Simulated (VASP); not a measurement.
# Zr5N (P-6m2) in VASP: relaxation of cell and atoms with PBE

Aim: the relaxation of cell and atoms of Zr5N with PBE.

All numbers are computed with VASP 6.6.1; they aren't measurements. Logs are shortened: lines on timing, memory, paths and dates and some standing lists are left out, and cuts for length are marked.

## 1. The cell of the first run

Symmetry: P-6m2, No. 187, hexagonal system. The conventional cell has a = 3.166 Å, b = 3.166 Å, c = 13.666 Å, α = 90.00°, β = 90.00°, γ = 120.00°. Zr (site symmetry 3m) has 3 N at 2.34 Å and 10 Zr at 2.93 to 3.28 Å within 3.3 Å. Within 4.2 Å of Zr (site symmetry 3m) lie 12 Zr at 3.17 to 3.28 Å and 1 N at 4.18 Å. Zr (site symmetry -6m2) has 12 Zr at 3.17 to 3.22 Å within 4.2 Å. N (site symmetry -6m2) has 6 Zr at 2.34 Å and 6 N at 3.17 Å within 3.2 Å.

The cell was built from a structure type or drawn by symmetry, and may not be a known phase.

## 2. Relaxation of cell and atoms, PBE

INCAR

```
SYSTEM = Zr5N
  PREC = Accurate
  ENCUT = 600
  EDIFF = 1E-6
  ISMEAR = 0
  SIGMA = 0.1
  LREAL = .FALSE.
  LASPH = .TRUE.
  NELM = 100
  ALGO = Normal
  ISIF = 3
  LWAVE = .FALSE.
  LCHARG = .FALSE.
  GGA = PE
  IBRION = 2
  NSW = 100
  EDIFFG = -0.01
```

KPOINTS

```
Automatic mesh
0
G
  12 12 4
  0 0 0
```

POSCAR

```
Zr5N
1.0
    3.1655278322      0.0000000000      0.0000000000
   -1.5827639161      2.7414275191      0.0000000000
    0.0000000000      0.0000000000     13.6661918974
Zr N
5 1
Direct
    0.6666666667      0.3333333333      0.8928994370
    0.3333333333      0.6666666667      0.6938317296
    0.6666666667      0.3333333333      0.5000000000
    0.3333333333      0.6666666667      0.3061682704
    0.6666666667      0.3333333333      0.1071005630
    0.3333333333      0.6666666667      0.0000000000
```

Potentials or basis: VASP PAW PBE potentials, release 64 (Zr_sv, N).

Command:

```sh
$ cat potpaw_PBE.64/Zr_sv/POTCAR potpaw_PBE.64/N/POTCAR > POTCAR
$ mpirun -np 1 vasp_std > vasp.out
```

OUTCAR:

```text
SYSTEM = Zr5N
   PREC = Accurate
   ENCUT = 600
   EDIFF = 1E-6
   ISMEAR = 0
   LREAL = .FALSE.
   LASPH = .TRUE.
   NELM = 100
   ISIF = 3
   GGA = PE
   IBRION = 2
   NSW = 100
   EDIFFG = -0.01

 ion  position               nearest neighbor table
   1  0.667  0.333  0.893-   6 2.34   6 2.34   6 2.34   5 2.93   2 3.28   2 3.28   2 3.28
   2  0.333  0.667  0.694-   3 3.22   3 3.22   3 3.22   1 3.28   1 3.28   1 3.28
   3  0.667  0.333  0.500-   2 3.22   4 3.22   2 3.22   4 3.22   2 3.22   4 3.22
   4  0.333  0.667  0.306-   3 3.22   3 3.22   3 3.22   5 3.28   5 3.28   5 3.28
   5  0.667  0.333  0.107-   6 2.34   6 2.34   6 2.34   1 2.93   4 3.28   4 3.28   4 3.28
   6  0.333  0.667  0.000-   1 2.34   5 2.34   1 2.34   5 2.34   1 2.34   5 2.34

  LATTYP: Found a hexagonal cell.
 ALAT       =     3.1655278322
 C/A-ratio  =     4.3171921467

  Lattice vectors:

 A1 = (   3.1655278322,   0.0000000000,   0.0000000000)
 A2 = (  -1.5827639161,   2.7414275191,   0.0000000000)
 A3 = (   0.0000000000,   0.0000000000,  13.6661918974)

Analysis of symmetry for initial positions (statically):
=====================================================================
 Subroutine PRICEL returns:
 Original cell was already a primitive cell.

 Routine SETGRP: Setting up the symmetry group for a
 hexagonal supercell.

 Subroutine GETGRP returns: Found 12 space group operations
 (whereof 12 operations were pure point group operations)
 out of a pool of 24 trial point group operations.

The static configuration has the point symmetry D_3h.

Analysis of symmetry for dynamics (positions and initial velocities):
=====================================================================
 Subroutine PRICEL returns:
 Original cell was already a primitive cell.

 Routine SETGRP: Setting up the symmetry group for a
 hexagonal supercell.

 Subroutine GETGRP returns: Found 12 space group operations
 (whereof 12 operations were pure point group operations)
 out of a pool of 24 trial point group operations.

The dynamic configuration has the point symmetry D_3h.

 Subroutine INISYM returns: Found 12 space group operations
 (whereof 12 operations are pure point group operations),
 and found     1 'primitive' translations

----------------------------------------------------------------------------------------
[... 122 lines left out ...]
  volume/ion in A,a.u.               =      19.77       133.39
  Fermi-wavevector in a.u.,A,eV,Ry     =   1.339746  2.531753 24.421361  1.794919
  Thomas-Fermi vector in A             =   2.468114
   LORBIT       =      0    0 simple, 1 ext, 2 COOP (PROOUT), +10 PAW based schemes
   GGA     = PE    functional components
   LHFCALC =     F    Hartree Fock is set to
   AEXX    =    0.0000 exact exchange contribution
   IVDW    =     0    specifies the selected vdW correction
   LEPSILON=     F    determine dielectric tensor
   LRPA    =     F    only Hartree local field effects (RPA)
 conjugate gradient relaxation of ions
 non-spin polarized calculation
 Gauss-broadening in eV      SIGMA  =   0.10
  energy-cutoff  :      600.00
  volume of cell :      118.60
 maximum number of plane-waves:      4002
 NGX is ok and might be reduce to    28
   NGX = 13   NGY = 13   NGZ = 55

--------------------------------------- Ionic step        1  -------------------------------------------

 number of electron      65.0000000 magnetization

 Free energy of the ion-electron system (eV)
  ---------------------------------------------------
  ext. energy  EPLUGINS =         0.00000000
  ---------------------------------------------------
  free energy    TOTEN  =       -53.29160218 eV

  energy without entropy =      -53.26278803  energy(sigma->0) =      -53.27719510

------------------------ aborting loop because EDIFF is reached ----------------------------------------

  FORCE on cell =-STRESS in cart. coord.  units (eV):
  Direction    XX          YY          ZZ          XY          YZ          ZX
  --------------------------------------------------------------------------------------
  -------------------------------------------------------------------------------------
  Total        0.6574418      0.6574418     -0.6900274      0.0000000     -0.0000000     -0.0000000
  in kB        8.8817283      8.8817283     -9.3219440      0.0000000     -0.0000000     -0.0000000
  external PRESSURE =       2.8138375 kB  Pullay stress =       0.0000000 kB
[... 101 lines left out ...]
  FREE ENERGIE OF THE ION-ELECTRON SYSTEM (eV)
  ---------------------------------------------------
  free  energy   TOTEN  =       -53.2983750426 eV

  energy  without entropy=      -53.2687222490  energy(sigma->0) =      -53.28354865

[... ionic steps 4 to 7 ...]

--------------------------------------- Ionic step        8  -------------------------------------------

 number of electron      64.9999999 magnetization

------------------------ aborting loop because EDIFF is reached ----------------------------------------
[... 75 lines left out ...]
--------------------------------------- Ionic step       10  -------------------------------------------

 number of electron      64.9999999 magnetization

 Free energy of the ion-electron system (eV)
  ---------------------------------------------------
  ext. energy  EPLUGINS =         0.00000000
  ---------------------------------------------------
  free energy    TOTEN  =       -53.30066773 eV

  energy without entropy =      -53.27147404  energy(sigma->0) =      -53.28607088

 E-fermi :   9.1163     XC(G=0): -11.3021

 val. band max:        9.0797644174   @ k =   0.3333   0.3333   0.0000
 cond. band min:       9.1185442983   @ k =   0.3333   0.3333   0.2500
 fundamental gap:      0.0387798809
 Fermi energy:         9.1163423163

 k-point     1 :       0.0000    0.0000    0.0000
  band No.  band energies     occupation
      1     -39.6350      2.00000
      2     -39.5743      2.00000
      3     -39.5630      2.00000
      4     -39.4805      2.00000
      5     -39.4546      2.00000
      6     -18.1093      2.00000
[... 997 lines left out ...]
     38      10.5170      0.00000
     39      11.2598      0.00000

 [... further k-points ...]

------------------------ aborting loop because EDIFF is reached ----------------------------------------

  FORCE on cell =-STRESS in cart. coord.  units (eV):
  Direction    XX          YY          ZZ          XY          YZ          ZX
  --------------------------------------------------------------------------------------
  -------------------------------------------------------------------------------------
  Total       -0.0374855     -0.0374855     -0.0263749      0.0000000      0.0000000      0.0000000
  in kB       -0.5046460     -0.5046460     -0.3550699      0.0000000      0.0000000      0.0000000
  external PRESSURE =      -0.4547873 kB  Pullay stress =       0.0000000 kB
[... 21 lines left out ...]
  FREE ENERGIE OF THE ION-ELECTRON SYSTEM (eV)
  ---------------------------------------------------
  free  energy   TOTEN  =       -53.3006677258 eV

  energy  without entropy=      -53.2714740404  energy(sigma->0) =      -53.28607088

 reached required accuracy - stopping structural energy minimisation
```

OSZICAR:

```text
N       E                     dE             d eps       ncg     rms          rms(c)
DAV:   1     0.760537481916E+03    0.76054E+03   -0.37281E+04  4446   0.185E+03
DAV:   2     0.146158557504E+02   -0.74592E+03   -0.72765E+03  4905   0.526E+02
DAV:   3    -0.526892638378E+02   -0.67305E+02   -0.65133E+02  7276   0.119E+02
DAV:   4    -0.580419761709E+02   -0.53527E+01   -0.53049E+01  6530   0.296E+01
[... 102 lines left out ...]
DAV:   4    -0.533006819346E+02    0.52208E-04   -0.43784E-04  6163   0.111E-01    0.313E-02
DAV:   5    -0.533006753771E+02    0.65575E-05   -0.94718E-05  6254   0.644E-02    0.249E-02
DAV:   6    -0.533006698548E+02    0.55223E-05   -0.30505E-05  4794   0.351E-02    0.139E-02
DAV:   7    -0.533006687127E+02    0.11421E-05   -0.14738E-05  5923   0.160E-02    0.413E-03
DAV:   8    -0.533006677258E+02    0.98693E-06   -0.19242E-06  3368   0.673E-03
  10 F= -.53300668E+02 E0= -.53286071E+02  d E =-.178200E-03
```

It took 23 min on 1 thread of Intel Xeon 6975P-C (Granite Rapids), shared host; peak memory 0.48 GiB.

Results:

```yaml
Free_energy: -53.3007 eV
Relaxed_volume: 19.84 Å³/atom
Relaxed_cell: a = 3.184 Å, b = 3.184 Å, c = 13.552 Å, α = 90.00°, β = 90.00°, γ = 120.00°
Space_group_after_relaxing_to_0.1_Å: P-6m2 (No. 187)
Energy_gained_by_relaxing: 1.5 meV/atom
Ionic_steps: 10
Pressure_after_relaxing: 0.0 GPa
Largest_force_after_relaxing: 0.007 eV/Å
Band_gap_on_the_k_mesh: zero (an odd number of electrons rules out a gap without spin polarisation)
```

Forces in eV/Å, atoms in the order of the input:
```
Zr   0.000  0.000  0.004
Zr   0.000  0.000 -0.007
Zr   0.000  0.000  0.000
Zr   0.000  0.000  0.007
Zr   0.000  0.000 -0.004
N    0.000  0.000  0.000
```

The path:
| step | energy change (eV) | largest force (eV/Å) | pressure (GPa) | volume (Å³) |
| --- | --- | --- | --- | --- |
| 1 | 0.0000 | 0.1056 | 0.28 | 118.60 |
| 2 | -0.0067 | 0.0934 | -0.14 | 119.19 |
| 3 | -0.0068 | 0.0922 | -0.17 | 119.25 |
| 4 | -0.0080 | 0.0696 | 0.09 | 118.94 |
| 5 | -0.0083 | 0.0474 | 0.35 | 118.65 |
| 6 | -0.0088 | 0.0283 | 0.17 | 118.78 |
| 7 | -0.0089 | 0.0470 | 0.01 | 118.90 |
| 8 | -0.0089 | 0.0332 | 0.06 | 118.86 |
| 9 | -0.0090 | 0.0226 | 0.03 | 118.91 |
| 10 | -0.0091 | 0.0073 | -0.05 | 119.01 |

Final structure:
```
CELL_PARAMETERS angstrom
3.18436 0.00000 0.00000
-1.59218 2.75774 0.00000
0.00000 0.00000 13.55228
ATOMIC_POSITIONS crystal
Zr 0.66667 0.33333 0.89256
Zr 0.33333 0.66667 0.69219
Zr 0.66667 0.33333 0.50000
Zr 0.33333 0.66667 0.30781
Zr 0.66667 0.33333 0.10744
N 0.33333 0.66667 0.00000
```
